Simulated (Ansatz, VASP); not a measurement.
# Sn in VASP and in Ansatz

```
Sn
1.0
    -2.02919    2.02919    1.66076
     2.02919   -2.02919    1.66076
     2.02919    2.02919   -1.66076
Sn
1
Direct
  0.00000 0.00000 0.00000
```

Alike in both runs: task relaxation of cell and atoms; functional PBEsol; dispersion D4; k mesh 10 × 10 × 10; occupations fermi-dirac, width 0.05 eV; no spin polarisation.

|  | VASP | Ansatz |
| --- | --- | --- |
| version | VASP 6.6.1 | Ansatz 0.2.0 |
| potentials or method | VASP PAW PBE potentials, release 64 (Sn_d) | Ansatz PAW |
| plane-wave cutoff (eV) | 600 | 420 |
| valence electrons in the cell | 14 | 14 |

|  | VASP | Ansatz | Ansatz less VASP |
| --- | --- | --- | --- |
| gap on the k mesh at the Fermi level, each at its own relaxed structure (eV) | none | none | - |
| relaxed volume (Å³/atom) | 25.54 | 25.54 | -0.001 |
| relaxed cell length with the largest relative difference (Å) | 3.235 | 3.235 | -0.0001 |

VASP's potentials were made for PBE, not for PBEsol. A gap of «none» marks a metal or a gap that the smearing closes.

Noted on Ansatz's run: the plane-wave basis is chosen anew once the cell has moved, so the energies of steps on either side of that aren't comparable.
